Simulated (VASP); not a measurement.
# Ga (P6/mmm) in VASP: notebook

The runs below take Ga through single point, with PBEsol.

Program: VASP 6.6.1. These are calculated values, not measurements. Logs are shortened: lines on timing, memory, paths and dates and some standing lists are left out, and cuts for length are marked.

### Step 1. The cell of the first run

The structure is hexagonal, space group P6/mmm (No. 191). Conventional cell: a = 4.546 Å, b = 4.546 Å, c = 2.907 Å, α = 90.00°, β = 90.00°, γ = 120.00°. Ga (site symmetry 6/mmm) has 14 Ga at 2.91 to 3.00 Å within 3.8 Å. Within 3.5 Å of Ga (site symmetry -6m2) lie 11 Ga at 2.62 to 3.00 Å.

This isn't the form of Ga at room conditions, which is orthorhombic.

### Step 2. Single point, PBEsol (17.34 Å³/atom)

Contents of INCAR:

```
SYSTEM = Ga
ALGO = Normal
EDIFF = 1E-6
ENCUT = 520
GGA = PS
ISIF = 2
ISMEAR = -1
LASPH = .TRUE.
LCHARG = .FALSE.
LREAL = .FALSE.
LWAVE = .FALSE.
NBANDS = 26
NELM = 60
PREC = Accurate
SIGMA = 0.1
```

Contents of KPOINTS:

```
k-points
0
G
  9 9 12
  0 0 0
```

Contents of POSCAR:

```
Ga
1.0
    4.5455081281      0.0000000000      0.0000000000
   -2.2727540641      3.9365255120      0.0000000000
    0.0000000000      0.0000000000      2.9069365954
Ga
3
Direct
    1.0000000000      1.0000000000      0.0000000000
    0.3333333333      0.6666666667      0.5000000000
    0.6666666667      0.3333333333      0.5000000000
```

Potentials or basis: VASP PAW PBE potentials, release 64 (Ga_d).

Launch:

```sh
cat potpaw_PBE.64/Ga_d/POTCAR > POTCAR
mpirun -np 1 vasp_std > vasp.out
```

OUTCAR:

```text
SYSTEM = Ga
   EDIFF = 1E-6
   ENCUT = 520
   GGA = PS
   ISIF = 2
   ISMEAR = -1
   LASPH = .TRUE.
   LREAL = .FALSE.
   NELM = 60
   PREC = Accurate

 ion  position               nearest neighbor table
   1  0.000  0.000  0.000-
   2  0.333  0.667  0.500-   3 2.62   3 2.62   3 2.62
   3  0.667  0.333  0.500-   2 2.62   2 2.62   2 2.62

  LATTYP: Found a hexagonal cell.
 ALAT       =     4.5455081281
 C/A-ratio  =     0.6395185122

  Lattice vectors:

 A1 = (   4.5455081281,   0.0000000000,   0.0000000000)
 A2 = (  -2.2727540641,   3.9365255120,   0.0000000000)
 A3 = (   0.0000000000,   0.0000000000,   2.9069365954)

Analysis of symmetry for initial positions (statically):
=====================================================================
 Subroutine PRICEL returns:
 Original cell was already a primitive cell.

 Routine SETGRP: Setting up the symmetry group for a
 hexagonal supercell.

 Subroutine GETGRP returns: Found 24 space group operations
 (whereof 24 operations were pure point group operations)
 out of a pool of 24 trial point group operations.

The static configuration has the point symmetry D_6h.

Analysis of symmetry for dynamics (positions and initial velocities):
=====================================================================
 Subroutine PRICEL returns:
 Original cell was already a primitive cell.

 Routine SETGRP: Setting up the symmetry group for a
 hexagonal supercell.

 Subroutine GETGRP returns: Found 24 space group operations
 (whereof 24 operations were pure point group operations)
 out of a pool of 24 trial point group operations.

The dynamic configuration has the point symmetry D_6h.

 Subroutine INISYM returns: Found 24 space group operations
 (whereof 24 operations are pure point group operations),
 and found     1 'primitive' translations

----------------------------------------------------------------------------------------

                                     Primitive cell

  volume of cell :      52.0153

  direct lattice vectors                    reciprocal lattice vectors
     4.545508128  0.000000000  0.000000000     0.219997407  0.127015562  0.000000000
    -2.272754064  3.936525512  0.000000000     0.000000000  0.254031124  0.000000000
     0.000000000  0.000000000  2.906936595     0.000000000  0.000000000  0.344004751

  length of vectors
     4.545508128  4.545508128  2.906936595     0.254031124  0.254031124  0.344004751

  position of ions in fractional coordinates (direct lattice)
     0.000000000  0.000000000  0.000000000
     0.333333333  0.666666667  0.500000000
     0.666666667  0.333333333  0.500000000

  ion indices of the primitive-cell ions
   primitive index   ion index
                 1           1
                 2           2
                 3           3

----------------------------------------------------------------------------------------

 KPOINTS: k-points

Automatic generation of k-mesh.
 Grid dimensions read from file:
 generate k-points for:    9    9   12

 Generating k-lattice:

  Cartesian coordinates                     Fractional coordinates (reciprocal lattice)
     0.024444156  0.014112840  0.000000000     0.111111111  0.000000000  0.000000000
     0.000000000  0.028225680  0.000000000     0.000000000  0.111111111  0.000000000
     0.000000000  0.000000000  0.028667063     0.000000000  0.000000000  0.083333333

  Length of vectors
     0.028225680  0.028225680  0.028667063

  Shift w.r.t. Gamma in fractional coordinates (k-lattice)
     0.000000000  0.000000000  0.000000000

 Subroutine IBZKPT returns following result:
 ===========================================

 Found     84 irreducible k-points:

 Following reciprocal coordinates:
            Coordinates               Weight
  0.000000  0.000000  0.000000      1.000000
  0.111111  0.000000  0.000000      6.000000
  0.222222  0.000000  0.000000      6.000000
  0.333333  0.000000  0.000000      6.000000
  0.444444  0.000000  0.000000      6.000000
  0.111111  0.111111  0.000000      6.000000
[... 16 lines left out ...]
  0.333333  0.222222  0.083333     24.000000
  0.333333  0.333333  0.083333      4.000000
 [... further k-points ...]
   k-points           NKPTS =     84   k-points in BZ     NKDIM =     84   number of bands    NBANDS=     26
   number of dos      NEDOS =    301   number of ions     NIONS =      3
   total plane-waves  NPLWV =  31104
   dimension x,y,z NGX =    36 NGY =   36 NGZ =   24
   dimension x,y,z NGXF=    72 NGYF=   72 NGZF=   48
   ions per type =               3
   NGX,Y,Z   is equivalent  to a cutoff of  13.17, 13.17, 13.73 a.u.
   NGXF,Y,Z  is equivalent  to a cutoff of  26.33, 26.33, 27.45 a.u.
 SYSTEM =  Ga
   PREC   = accura    normal or accurate (medium, high low for compatibility)
   ISTART =      0    job   : 0-new  1-cont  2-samecut
   ICHARG =      2    charge: 1-file 2-atom 10-const
   ISPIN  =      1    spin polarized calculation?
   LNONCOLLINEAR =      F non collinear calculations
   LSORBIT =      F    spin-orbit coupling
   LASPH  =      T    aspherical Exc in radial PAW
   ENCUT  =  520.0 eV  38.22 Ry    6.18 a.u.   8.45  8.45  5.40*2*pi/ulx,y,z
   NELM   =     60;   NELMIN=  2; NELMDL= -5     # of ELM steps
   EDIFF  = 0.1E-05   stopping-criterion for ELM
   LREAL  =      F    real-space projection
[... 7 lines left out ...]
   TEBEG  =    0.0;   TEEND  =   0.0 temperature during run
   PSTRESS=    0.0 pullay stress
   NELECT =      39.0000    total number of electrons
   NUPDOWN=      -1.0000    fix difference up-down
   EMIN   =  10.00;   EMAX   =-10.00  energy-range for DOS
   EFERMI =   0.00;   METHOD = LEGACY
   ISMEAR =    -1;   SIGMA  =   0.10  broadening in eV -4-tet -1-fermi 0-gaus
   EFERMI_NEDOS =   21; number of points for ismear=-14 and -15
   IALGO  =     38    algorithm
   IMIX   =      4    mixing-type and parameters
     AMIX     =   0.40;   BMIX     =  1.00
     AMIX_MAG =   1.60;   BMIX_MAG =  1.00
  volume/ion in A,a.u.               =      17.34       117.01
  Fermi-wavevector in a.u.,A,eV,Ry     =   1.487257  2.810508 30.095179  2.211933
  Thomas-Fermi vector in A             =   2.600440
   LORBIT       =      0    0 simple, 1 ext, 2 COOP (PROOUT), +10 PAW based schemes
   GGA     = PS    functional components
   LHFCALC =     F    Hartree Fock is set to
   AEXX    =    0.0000 exact exchange contribution
   IVDW    =     0    specifies the selected vdW correction
   LEPSILON=     F    determine dielectric tensor
   LRPA    =     F    only Hartree local field effects (RPA)
 non-spin polarized calculation
  energy-cutoff  :      520.00
  volume of cell :       52.02
 maximum number of plane-waves:      1438
 NGX is ok and might be reduce to    36
   NGX = 17   NGY = 17   NGZ = 11

 number of electron      38.9999987 magnetization

 Free energy of the ion-electron system (eV)
  ---------------------------------------------------
  ext. energy  EPLUGINS =         0.00000000
  ---------------------------------------------------
  free energy    TOTEN  =        -9.89429489 eV

  energy without entropy =       -9.84447458  energy(sigma->0) =       -9.86938474

 E-fermi :   6.1823     XC(G=0): -11.5739

 val. band max:        6.1804919864   @ k =   0.1111   0.0000   0.5000
 cond. band min:       6.1957098898   @ k =   0.0000   0.0000   0.2500
 fundamental gap:      0.0152179034
 Fermi energy:         6.1822740046

 k-point     1 :       0.0000    0.0000    0.0000
  band No.  band energies     occupation
      1      -8.9528      2.00000
      2      -8.7410      2.00000
      3      -8.7410      2.00000
      4      -8.7095      2.00000
      5      -8.6983      2.00000
      6      -8.6500      2.00000
[... 18 lines left out ...]
     25      19.1307      0.00000
     26      19.1812      0.00000

 k-point     2 :       0.1111    0.0000    0.0000
  band No.  band energies     occupation
      1      -8.9454      2.00000
      2      -8.7740      2.00000
      3      -8.7673      2.00000
      4      -8.7178      2.00000
      5      -8.6965      2.00000
      6      -8.6678      2.00000
[... 18 lines left out ...]
     25      18.6285      0.00000
     26      18.8268      0.00000

 k-point     3 :       0.2222    0.0000    0.0000
  band No.  band energies     occupation
      1      -8.9259      2.00000
      2      -8.8325      2.00000
      3      -8.8086      2.00000
      4      -8.7387      2.00000
      5      -8.7028      2.00000
      6      -8.6921      2.00000
[... 18 lines left out ...]
     25      17.1404      0.00000
     26      17.3734      0.00000

 k-point     4 :       0.3333    0.0000    0.0000
  band No.  band energies     occupation
      1      -8.9084      2.00000
      2      -8.8758      2.00000
      3      -8.8392      2.00000
      4      -8.7630      2.00000
      5      -8.7105      2.00000
      6      -8.7089      2.00000
[... 18 lines left out ...]
     25      15.6551      0.00000
     26      16.0540      0.00000
[... 496 lines left out ...]
      1      -8.9130      2.00000
      2      -8.8669      2.00000
      3      -8.8490      2.00000
      4      -8.7345      2.00000
      5      -8.7281      2.00000
      6      -8.6937      2.00000
[... 18 lines left out ...]
     25      14.6925      0.00000
     26      14.7022      0.00000

 k-point    23 :       0.3333    0.2222    0.0833
  band No.  band energies     occupation
      1      -8.9329      2.00000
      2      -8.8586      2.00000
      3      -8.8542      2.00000
      4      -8.7447      2.00000
      5      -8.7230      2.00000
      6      -8.7022      2.00000
[... 18 lines left out ...]
     25      14.8024      0.00000
     26      15.2364      0.00000

 k-point    24 :       0.3333    0.3333    0.0833
  band No.  band energies     occupation
      1      -8.9411      2.00000
      2      -8.8554      2.00000
      3      -8.8554      2.00000
      4      -8.7312      2.00000
      5      -8.7242      2.00000
      6      -8.7242      2.00000
[... 18 lines left out ...]
     25      16.0037      0.00000
     26      16.0066      0.00000

 [... further k-points ...]

------------------------ aborting loop because EDIFF is reached ----------------------------------------

  FORCE on cell =-STRESS in cart. coord.  units (eV):
  Direction    XX          YY          ZZ          XY          YZ          ZX
  --------------------------------------------------------------------------------------
  -------------------------------------------------------------------------------------
  Total        1.0273014      1.0273014      0.6922874     -0.0000000     -0.0000000      0.0000000
  in kB       31.6429821     31.6429821     21.3238646     -0.0000000     -0.0000000      0.0000000
  external PRESSURE =      28.2032763 kB  Pullay stress =       0.0000000 kB

 VOLUME and BASIS-vectors are now :
 -----------------------------------------------------------------------------
  energy-cutoff  :      520.00
  volume of cell :       52.02
      direct lattice vectors                 reciprocal lattice vectors
     4.545508128  0.000000000  0.000000000     0.219997407  0.127015562  0.000000000
    -2.272754064  3.936525512  0.000000000     0.000000000  0.254031124  0.000000000
     0.000000000  0.000000000  2.906936595     0.000000000  0.000000000  0.344004751

 POSITION                                       TOTAL-FORCE (eV/Angst)
 -----------------------------------------------------------------------------------
      0.00000      0.00000      0.00000         0.000000      0.000000     -0.000000
     -0.00000      2.62435      1.45347         0.000000      0.000000      0.000000
      2.27275      1.31218      1.45347        -0.000000      0.000000     -0.000000
 -----------------------------------------------------------------------------------
    total drift:                                0.000000      0.000000     -0.000000

  FREE ENERGIE OF THE ION-ELECTRON SYSTEM (eV)
  ---------------------------------------------------
  free  energy   TOTEN  =        -9.8942948928 eV

  energy  without entropy=       -9.8444745838  energy(sigma->0) =       -9.86938474
```

Run time: 82 s. Hardware: 1 thread of Intel Xeon 6975P-C, shared host; peak memory 0.23 GiB.

Results:

| Property | Result |
| --- | --- |
| Free energy | -9.8943 eV |
| Pressure | 2.8 GPa |
| Band gap on the k mesh | zero (an odd number of electrons rules out a gap without spin polarisation) |

Stress tensor (GPa, compression positive):
```
3.16 0.00 0.00
0.00 3.16 0.00
0.00 0.00 2.13
```

Caveat: the PAW data sets were made with another functional, which shifts forces and pressure a little.

### Step 3. Single point, PBEsol (18.06 Å³/atom)

This run uses another cell than the first one, of 18.06 Å³/atom.

Contents of INCAR:

```
PREC = Accurate
ENCUT = 520
EDIFF = 1E-6
ISMEAR = -1
SIGMA = 0.1
LREAL = F
LASPH = T
NELM = 80
ALGO = Normal
ISIF = 2
LWAVE = F
LCHARG = F
GGA = PS
NBANDS = 26
```

Contents of KPOINTS:

```
regular mesh
0
Gamma
  9 9 12
```

Contents of POSCAR:

```
Ga
1.0
    4.6077831012      0.0000000000      0.0000000000
   -2.3038915506      3.9904572208      0.0000000000
    0.0000000000      0.0000000000      2.9467625936
Ga
3
Direct
    1.0000000000      1.0000000000      0.0000000000
    0.3333333333      0.6666666667      0.5000000000
    0.6666666667      0.3333333333      0.5000000000
```

Potentials or basis: VASP PAW PBE potentials, release 64 (Ga_d).

Launch:

```sh
cat potpaw_PBE.64/Ga_d/POTCAR > POTCAR
mpirun -np 1 vasp_std > vasp.out
```

It took 86 s on 1 thread of Intel Xeon 6975P-C, shared host; peak memory 0.23 GiB.

Results (log left out):

* Free energy: -9.9135 eV
* Pressure: 0.2 GPa
* Band gap on the k mesh: zero (an odd number of electrons rules out a gap without spin polarisation)

Stress tensor (GPa, compression positive):
```
 0.43  0.00  0.00
 0.00  0.43  0.00
 0.00  0.00 -0.22
```

Levels at points of the mesh, in eV from the Fermi level:
| k point | band 16 | band 17 | band 18 | band 19 | band 20 | band 21 | band 22 | band 23 |
| --- | --- | --- | --- | --- | --- | --- | --- | --- |
| (0.00, 0.00, 0.00) | -11.38 | -2.48 | -2.21 | -1.26 | -1.26 | -1.08 | -1.08 | 5.10 |
| (0.00, 0.00, 0.50) | -7.41 | -6.30 | 1.34 | 1.34 | 1.76 | 1.80 | 2.03 | 2.12 |

Caveat: the PAW data sets were made with another functional, which shifts forces and pressure a little.

(Continued in part 2 of 2.)

The gap in the log of VASP goes by the Fermi energy; the results here count the filled bands.